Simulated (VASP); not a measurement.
# Ru (Cmcm) in VASP: further runs

Runs on Ru. Level: PBEsol. Tasks: single point.

Everything below comes from runs of VASP 6.6.1. Logs are shortened: lines on timing, memory, paths and dates and some standing lists are left out, and cuts for length are marked.

### Step 1. The cell of the first run

Symmetry: Cmcm, No. 63, orthorhombic system. The conventional cell has a = 2.582 Å, b = 4.472 Å, c = 4.252 Å, α = 90.00°, β = 90.00°, γ = 90.00°. Within 3.4 Å of Ru (site symmetry m2m) lie 12 Ru at 2.55 to 2.62 Å.

### Step 2. Single point, PBEsol (atoms displaced along a vibrational mode, the cell strained)

The input, INCAR:

```
SYSTEM = Ru
PREC = Accurate
ENCUT = 520
EDIFF = 1E-7
ISMEAR = 0
SIGMA = 0.15
LREAL = .FALSE.
LASPH = .TRUE.
NELM = 100
ALGO = Fast
ISIF = 2
LWAVE = .FALSE.
LCHARG = .FALSE.
GGA = PS
NBANDS = 21
```

The input, KPOINTS:

```
regular mesh
0
G
  18 18 10
  0 0 0
```

The input, POSCAR:

```
Ru
1.0
    2.5820973631      0.0000000000      0.0000000000
   -1.2910486816      2.2361619115      0.0000000000
    0.0000000000      0.0000000000      4.2523798378
Ru
2
Direct
    0.3433576522      0.6867153044      0.2500000000
    0.6566423478      0.3132846956      0.7500000000
```

Potentials or basis: VASP PAW PBE potentials, release 64 (Ru_pv).

Command:

```
> cat potpaw_PBE.64/Ru_pv/POTCAR > POTCAR
> mpirun -np 1 vasp_std > vasp.out
```

OUTCAR:

```text
SYSTEM = Ru
   PREC = Accurate
   ENCUT = 520
   EDIFF = 1E-7
   ISMEAR = 0
   LREAL = .FALSE.
   LASPH = .TRUE.
   NELM = 100
   ISIF = 2
   GGA = PS

 ion  position               nearest neighbor table
   1  0.343  0.687  0.250-   2 2.55   2 2.55   2 2.62   2 2.62   2 2.62   2 2.62
   2  0.657  0.313  0.750-   1 2.55   1 2.55   1 2.62   1 2.62   1 2.62   1 2.62

  LATTYP: Found a hexagonal cell.
 ALAT       =     2.5820973631
 C/A-ratio  =     1.6468704467

  Lattice vectors:

 A1 = (   2.5820973631,   0.0000000000,   0.0000000000)
 A2 = (  -1.2910486816,   2.2361619115,   0.0000000000)
 A3 = (   0.0000000000,   0.0000000000,   4.2523798378)

Analysis of symmetry for initial positions (statically):
=====================================================================
 Subroutine PRICEL returns:
 Original cell was already a primitive cell.

 Routine SETGRP: Setting up the symmetry group for a
 hexagonal supercell.

 Subroutine GETGRP returns: Found  8 space group operations
 (whereof  4 operations were pure point group operations)
 out of a pool of 24 trial point group operations.

The static configuration has the point symmetry C_2h.
 The point group associated with its full space group is D_2h.

Analysis of symmetry for dynamics (positions and initial velocities):
=====================================================================
 Subroutine PRICEL returns:
 Original cell was already a primitive cell.

 Routine SETGRP: Setting up the symmetry group for a
 hexagonal supercell.

 Subroutine GETGRP returns: Found  8 space group operations
 (whereof  4 operations were pure point group operations)
 out of a pool of 24 trial point group operations.

The dynamic configuration has the point symmetry C_2h.
 The point group associated with its full space group is D_2h.

 Subroutine INISYM returns: Found  8 space group operations
 (whereof  4 operations are pure point group operations),
 and found     1 'primitive' translations

----------------------------------------------------------------------------------------

                                     Primitive cell

  volume of cell :      24.5532

  direct lattice vectors                    reciprocal lattice vectors
     2.582097363  0.000000000  0.000000000     0.387282065  0.223597405  0.000000000
    -1.291048682  2.236161911  0.000000000     0.000000000  0.447194809  0.000000000
     0.000000000  0.000000000  4.252379838     0.000000000  0.000000000  0.235162436

  length of vectors
     2.582097363  2.582097363  4.252379838     0.447194809  0.447194809  0.235162436

  position of ions in fractional coordinates (direct lattice)
     0.343357652  0.686715304  0.250000000
     0.656642348  0.313284696  0.750000000

  ion indices of the primitive-cell ions
   primitive index   ion index
                 1           1
                 2           2

----------------------------------------------------------------------------------------

 KPOINTS: regular mesh

Automatic generation of k-mesh.
 Grid dimensions read from file:
 generate k-points for:   18   18   10

 Generating k-lattice:

  Cartesian coordinates                     Fractional coordinates (reciprocal lattice)
     0.021515670  0.012422078  0.000000000     0.055555556  0.000000000  0.000000000
     0.000000000  0.024844156  0.000000000     0.000000000  0.055555556  0.000000000
     0.000000000  0.000000000  0.023516244     0.000000000  0.000000000  0.100000000

  Length of vectors
     0.024844156  0.024844156  0.023516244

  Shift w.r.t. Gamma in fractional coordinates (k-lattice)
     0.000000000  0.000000000  0.000000000

 Subroutine IBZKPT returns following result:
 ===========================================

 Found    546 irreducible k-points:

 Following reciprocal coordinates:
            Coordinates               Weight
  0.000000  0.000000  0.000000      1.000000
  0.055556  0.000000  0.000000      4.000000
  0.000000  0.055556  0.000000      2.000000
  0.111111  0.000000  0.000000      4.000000
  0.000000  0.111111  0.000000      2.000000
  0.166667  0.000000  0.000000      4.000000
[... 16 lines left out ...]
 -0.055556  0.166667  0.000000      4.000000
 -0.166667  0.111111  0.000000      4.000000
 [... further k-points ...]
   k-points           NKPTS =    546   k-points in BZ     NKDIM =    546   number of bands    NBANDS=     21
   number of dos      NEDOS =    301   number of ions     NIONS =      2
   total plane-waves  NPLWV =  12800
   dimension x,y,z NGX =    20 NGY =   20 NGZ =   32
   dimension x,y,z NGXF=    40 NGYF=   40 NGZF=   64
   ions per type =               2
   NGX,Y,Z   is equivalent  to a cutoff of  12.88, 12.88, 12.51 a.u.
   NGXF,Y,Z  is equivalent  to a cutoff of  25.75, 25.75, 25.02 a.u.
 SYSTEM =  Ru
   PREC   = accura    normal or accurate (medium, high low for compatibility)
   ISTART =      0    job   : 0-new  1-cont  2-samecut
   ICHARG =      2    charge: 1-file 2-atom 10-const
   ISPIN  =      1    spin polarized calculation?
   LNONCOLLINEAR =      F non collinear calculations
   LSORBIT =      F    spin-orbit coupling
   LASPH  =      T    aspherical Exc in radial PAW
   ENCUT  =  520.0 eV  38.22 Ry    6.18 a.u.   4.80  4.80  7.91*2*pi/ulx,y,z
   NELM   =    100;   NELMIN=  2; NELMDL= -5     # of ELM steps
   EDIFF  = 0.1E-06   stopping-criterion for ELM
   LREAL  =      F    real-space projection
   EDIFFG = 0.1E-05   stopping-criterion for IOM
   NSW    =      0    number of steps for IOM
   IBRION =     -1    ionic relax: 0-MD 1-quasi-New 2-CG
   NFREE  =      0    steps in history (QN), initial steepest desc. (CG)
   ISIF   =      2    stress and relaxation
   ISYM   =      2    0-nonsym 1-usesym 2-fastsym
   POTIM  = 0.5000    time-step for ionic-motion
   TEBEG  =    0.0;   TEEND  =   0.0 temperature during run
   PSTRESS=    0.0 pullay stress
   NELECT =      28.0000    total number of electrons
   NUPDOWN=      -1.0000    fix difference up-down
   EMIN   =  10.00;   EMAX   =-10.00  energy-range for DOS
   EFERMI =   0.00;   METHOD = LEGACY
   ISMEAR =     0;   SIGMA  =   0.15  broadening in eV -4-tet -1-fermi 0-gaus
   EFERMI_NEDOS =   21; number of points for ismear=-14 and -15
   IALGO  =     68    algorithm
   IMIX   =      4    mixing-type and parameters
     AMIX     =   0.40;   BMIX     =  1.00
     AMIX_MAG =   1.60;   BMIX_MAG =  1.00
  volume/ion in A,a.u.               =      12.28        82.85
  Fermi-wavevector in a.u.,A,eV,Ry     =   1.710376  3.232142 39.802283  2.925385
  Thomas-Fermi vector in A             =   2.788686
   LORBIT       =      0    0 simple, 1 ext, 2 COOP (PROOUT), +10 PAW based schemes
   GGA     = PS    functional components
   LHFCALC =     F    Hartree Fock is set to
   AEXX    =    0.0000 exact exchange contribution
   IVDW    =     0    specifies the selected vdW correction
   LEPSILON=     F    determine dielectric tensor
   LRPA    =     F    only Hartree local field effects (RPA)
 non-spin polarized calculation
 RMM-DIIS sequential band-by-band and
 Gauss-broadening in eV      SIGMA  =   0.15
  energy-cutoff  :      520.00
  volume of cell :       24.55
 maximum number of plane-waves:       675
   NGX =  9   NGY =  9   NGZ = 15

 number of electron      28.0000003 magnetization

 Free energy of the ion-electron system (eV)
  ---------------------------------------------------
  ext. energy  EPLUGINS =         0.00000000
  ---------------------------------------------------
  free energy    TOTEN  =       -20.05953256 eV

  energy without entropy =      -20.04460737  energy(sigma->0) =      -20.05206997

 E-fermi :  14.6356     XC(G=0): -14.9122

 val. band max:       14.6344364597   @ k =   0.2222   0.1111   0.0000
 cond. band min:      14.6384171932   @ k =   0.1667   0.1667   0.0000
 fundamental gap:      0.0039807334
 Fermi energy:        14.6355878820

 k-point     1 :       0.0000    0.0000    0.0000
  band No.  band energies     occupation
      1     -29.3372      2.00000
      2     -28.0594      2.00000
      3     -27.9955      2.00000
      4     -27.8597      2.00000
      5     -27.8532      2.00000
      6     -27.8306      2.00000
[... 13 lines left out ...]
     20      24.8229      0.00000
     21      25.6754      0.00000

 k-point     2 :       0.0556    0.0000    0.0000
  band No.  band energies     occupation
      1     -29.3231      2.00000
      2     -28.0788      2.00000
      3     -28.0242      2.00000
      4     -27.8868      2.00000
      5     -27.8642      2.00000
      6     -27.8400      2.00000
[... 13 lines left out ...]
     20      24.8229      0.00000
     21      25.6551      0.00000

 k-point     3 :       0.0000    0.0556    0.0000
  band No.  band energies     occupation
      1     -29.3217      2.00000
      2     -28.0953      2.00000
      3     -28.0081      2.00000
      4     -27.8690      2.00000
      5     -27.8657      2.00000
      6     -27.8575      2.00000
[... 13 lines left out ...]
     20      24.8229      0.00000
     21      25.6523      0.00000

 k-point     4 :       0.1111    0.0000    0.0000
  band No.  band energies     occupation
      1     -29.2817      2.00000
      2     -28.1639      2.00000
      3     -28.0772      2.00000
      4     -27.9907      2.00000
      5     -27.8778      2.00000
      6     -27.8590      2.00000
[... 13 lines left out ...]
     20      24.8228      0.00000
     21      25.5857      0.00000

 k-point     5 :       0.0000    0.1111    0.0000
  band No.  band energies     occupation
      1     -29.2763      2.00000
      2     -28.1983      2.00000
      3     -28.0432      2.00000
      4     -27.9789      2.00000
      5     -27.8840      2.00000
      6     -27.8710      2.00000
[... 13 lines left out ...]
     20      24.8228      0.00000
     21      25.5760      0.00000
[... 382 lines left out ...]
     20      24.8228      0.00000
     21      25.6136      0.00000

 k-point    22 :       0.1111    0.0556    0.0000
  band No.  band energies     occupation
      1     -29.2378      2.00000
      2     -28.2648      2.00000
      3     -28.1437      2.00000
      4     -28.0369      2.00000
      5     -27.8961      2.00000
      6     -27.8891      2.00000
[... 13 lines left out ...]
     20      24.8228      0.00000
     21      25.5039      0.00000

 k-point    23 :      -0.0556    0.1667    0.0000
  band No.  band energies     occupation
      1     -29.2336      2.00000
      2     -28.2824      2.00000
      3     -28.1275      2.00000
      4     -28.0320      2.00000
      5     -27.9009      2.00000
      6     -27.8930      2.00000
[... 13 lines left out ...]
     20      24.8228      0.00000
     21      25.4990      0.00000

 k-point    24 :      -0.1667    0.1111    0.0000
  band No.  band energies     occupation
      1     -29.2443      2.00000
      2     -28.2349      2.00000
      3     -28.1549      2.00000
      4     -28.0643      2.00000
      5     -27.8888      2.00000
      6     -27.8795      2.00000
[... 13 lines left out ...]
     20      24.8228      0.00000
     21      25.5196      0.00000

 [... further k-points ...]
[... 5 lines left out ...]
  --------------------------------------------------------------------------------------
  -------------------------------------------------------------------------------------
  Total        6.2218703      6.9694093      2.9443870     -0.0000000      0.0000000      0.0000000
  in kB      405.9977489    454.7771602    192.1310557     -0.0000000      0.0000000      0.0000000
  external PRESSURE =     350.9686549 kB  Pullay stress =       0.0000000 kB

 VOLUME and BASIS-vectors are now :
 -----------------------------------------------------------------------------
  energy-cutoff  :      520.00
  volume of cell :       24.55
      direct lattice vectors                 reciprocal lattice vectors
     2.582097363  0.000000000  0.000000000     0.387282065  0.223597405  0.000000000
    -1.291048682  2.236161911  0.000000000     0.000000000  0.447194809  0.000000000
     0.000000000  0.000000000  4.252379838     0.000000000  0.000000000  0.235162436

 POSITION                                       TOTAL-FORCE (eV/Angst)
 -----------------------------------------------------------------------------------
     -0.00000      1.53561      1.06309         0.000000     -0.771286      0.000000
      1.29105      0.70056      3.18928        -0.000000      0.771286     -0.000000
 -----------------------------------------------------------------------------------
    total drift:                               -0.000000      0.000000     -0.000000

  FREE ENERGIE OF THE ION-ELECTRON SYSTEM (eV)
  ---------------------------------------------------
  free  energy   TOTEN  =       -20.0595325606 eV

  energy  without entropy=      -20.0446073748  energy(sigma->0) =      -20.05206997
```

Run time: 1.9 min. Hardware: 1 thread of Intel Xeon 6975P-C (Granite Rapids), shared host; peak memory 0.31 GiB.

What came out:

```
Free energy            : -20.0595 eV
Pressure               : 35.1 GPa
Largest force          : 0.771 eV/Å
Band gap on the k mesh : zero (bands 14 and 15 overlap by 3.72 eV)
```

Forces on the atoms (eV/Å):
```
Ru   0.000 -0.771  0.000
Ru   0.000  0.771  0.000
```

Stress tensor (GPa, compression positive):
```
40.60  0.00  0.00
 0.00 45.48  0.00
 0.00  0.00 19.21
```

Levels at points of the mesh, in eV from the Fermi level:
| k point | band 12 | band 13 | band 14 | band 15 | band 16 | band 17 |
| --- | --- | --- | --- | --- | --- | --- |
| (0.00, 0.00, 0.00) | -2.39 | -2.16 | -1.52 | -0.96 | 0.89 | 1.07 |
| (0.50, 0.00, 0.00) | -2.00 | -1.70 | 2.04 | 2.06 | 2.35 | 4.60 |
| (0.00, 0.50, 0.00) | -2.11 | -1.96 | 1.92 | 2.03 | 2.47 | 5.07 |
| (0.00, 0.00, 0.50) | -3.13 | -3.01 | -3.01 | 0.54 | 0.54 | 0.75 |
| (0.50, 0.00, 0.50) | -1.08 | 0.36 | 0.36 | 2.24 | 2.24 | 4.02 |
| (0.00, 0.50, 0.50) | -1.04 | 0.92 | 0.92 | 2.22 | 2.22 | 3.49 |

Caveat: the cell differs from its parent crystal (atoms displaced along a vibrational mode, the cell strained); the stress differs along the axes, from 19 to 45 GPa; the PAW data sets were made with another functional, which shifts forces and pressure a little.

### Step 3. Single point, PBEsol (atoms displaced along a vibrational mode, the cell strained)

INCAR, as its differences from that of step 2:

```diff
@@ -3,3 +3,3 @@
 ENCUT = 520
-EDIFF = 1E-7
+EDIFF = 1E-6
 ISMEAR = 0
```

KPOINTS is that of step 2.

The input, POSCAR:

```
Ru
1.0
    2.5820973631      0.0000000000      0.0000000000
   -1.2910486816      2.2361619115      0.0000000000
    0.0000000000      0.0000000000      4.2523798378
Ru
2
Direct
    0.3233090145      0.6466180290      0.2500000000
    0.6766909855      0.3533819710      0.7500000000
```

Potentials or basis: VASP PAW PBE potentials, release 64 (Ru_pv).

Command:

```
> cat potpaw_PBE.64/Ru_pv/POTCAR > POTCAR
> mpirun -np 1 vasp_std > vasp.out
```

OUTCAR:

```text
SYSTEM = Ru
   PREC = Accurate
   ENCUT = 520
   EDIFF = 1E-6
   ISMEAR = 0
   LREAL = .FALSE.
   LASPH = .TRUE.
   NELM = 100
   ISIF = 2
   GGA = PS

 ion  position               nearest neighbor table
   1  0.323  0.647  0.250-   2 2.57   2 2.57   2 2.57   2 2.57   2 2.65   2 2.65
   2  0.677  0.353  0.750-   1 2.57   1 2.57   1 2.57   1 2.57   1 2.65   1 2.65

  LATTYP: Found a hexagonal cell.
 ALAT       =     2.5820973631
 C/A-ratio  =     1.6468704467

  Lattice vectors:

 A1 = (   2.5820973631,   0.0000000000,   0.0000000000)
 A2 = (  -1.2910486816,   2.2361619115,   0.0000000000)
 A3 = (   0.0000000000,   0.0000000000,   4.2523798378)

Analysis of symmetry for initial positions (statically):
=====================================================================
 Subroutine PRICEL returns:
 Original cell was already a primitive cell.

 Routine SETGRP: Setting up the symmetry group for a
 hexagonal supercell.

 Subroutine GETGRP returns: Found  8 space group operations
 (whereof  4 operations were pure point group operations)
 out of a pool of 24 trial point group operations.

[... 156 lines left out ...]

 Free energy of the ion-electron system (eV)
  ---------------------------------------------------
  ext. energy  EPLUGINS =         0.00000000
  ---------------------------------------------------
  free energy    TOTEN  =       -20.05863367 eV

  energy without entropy =      -20.04352845  energy(sigma->0) =      -20.05108106

 E-fermi :  14.6337     XC(G=0): -14.9124

 val. band max:       14.6321022268   @ k =   0.0000   0.2778   0.3000
 cond. band min:      14.6374207784   @ k =   0.0000   0.0000   0.4000
 fundamental gap:      0.0053185516
 Fermi energy:        14.6336586840

 k-point     1 :       0.0000    0.0000    0.0000
  band No.  band energies     occupation
      1     -29.3361      2.00000
      2     -28.0607      2.00000
      3     -27.9968      2.00000
      4     -27.8606      2.00000
      5     -27.8563      2.00000
      6     -27.8292      2.00000
[... 565 lines left out ...]
     20      24.8215      0.00000
     21      25.4942      0.00000

 [... further k-points ...]
[... 5 lines left out ...]
  --------------------------------------------------------------------------------------
  -------------------------------------------------------------------------------------
  Total        6.9882607      6.1856977      2.9471999     -0.0000000     -0.0000000      0.0000000
  in kB      456.0072715    403.6373665    192.3146028     -0.0000000     -0.0000000      0.0000000
  external PRESSURE =     350.6530803 kB  Pullay stress =       0.0000000 kB

 VOLUME and BASIS-vectors are now :
 -----------------------------------------------------------------------------
  energy-cutoff  :      520.00
  volume of cell :       24.55
      direct lattice vectors                 reciprocal lattice vectors
     2.582097363  0.000000000  0.000000000     0.387282065  0.223597405  0.000000000
    -1.291048682  2.236161911  0.000000000     0.000000000  0.447194809  0.000000000
     0.000000000  0.000000000  4.252379838     0.000000000  0.000000000  0.235162436

 POSITION                                       TOTAL-FORCE (eV/Angst)
 -----------------------------------------------------------------------------------
     -0.00000      1.44594      1.06309        -0.000000      0.798613     -0.000000
      1.29105      0.79022      3.18928         0.000000     -0.798613      0.000000
 -----------------------------------------------------------------------------------
    total drift:                               -0.000000      0.000000     -0.000000

  FREE ENERGIE OF THE ION-ELECTRON SYSTEM (eV)
  ---------------------------------------------------
  free  energy   TOTEN  =       -20.0586336731 eV

  energy  without entropy=      -20.0435284526  energy(sigma->0) =      -20.05108106
```

It took 95 s on 1 thread of Intel Xeon 6975P-C (Granite Rapids), shared host; peak memory 0.31 GiB.

Results:

```yaml
Free_energy: -20.0586 eV
Pressure: 35.1 GPa
Largest_force: 0.799 eV/Å
Band_gap_on_the_k_mesh: zero (bands 14 and 15 overlap by 3.87 eV)
```

Forces on the atoms (eV/Å):
```
Ru   0.000  0.799  0.000
Ru   0.000 -0.799  0.000
```

Levels at points of the mesh, in eV from the Fermi level:
| k point | band 11 | band 12 | band 13 | band 14 | band 15 | band 16 | band 17 | band 18 |
| --- | --- | --- | --- | --- | --- | --- | --- | --- |
| (0.00, 0.00, 0.00) | -2.91 | -2.34 | -2.20 | -1.54 | -0.94 | 0.90 | 1.06 | 1.73 |
| (0.50, 0.00, 0.00) | -2.89 | -1.99 | -1.97 | 1.96 | 1.99 | 2.43 | 4.91 | 6.86 |
| (0.00, 0.50, 0.00) | -2.21 | -1.95 | -1.55 | 2.09 | 2.17 | 2.31 | 4.44 | 7.26 |
| (0.00, 0.00, 0.50) | -3.11 | -3.11 | -3.03 | -3.03 | 0.54 | 0.54 | 0.74 | 0.74 |
| (0.50, 0.00, 0.50) | -1.03 | -1.03 | 0.74 | 0.74 | 2.22 | 2.22 | 3.67 | 3.67 |
| (0.00, 0.50, 0.50) | -1.10 | -1.10 | 0.15 | 0.15 | 2.24 | 2.24 | 4.20 | 4.20 |

Caveat: the cell differs from its parent crystal (atoms displaced along a vibrational mode, the cell strained); the stress differs along the axes, from 19 to 46 GPa; the PAW data sets were made with another functional, which shifts forces and pressure a little.
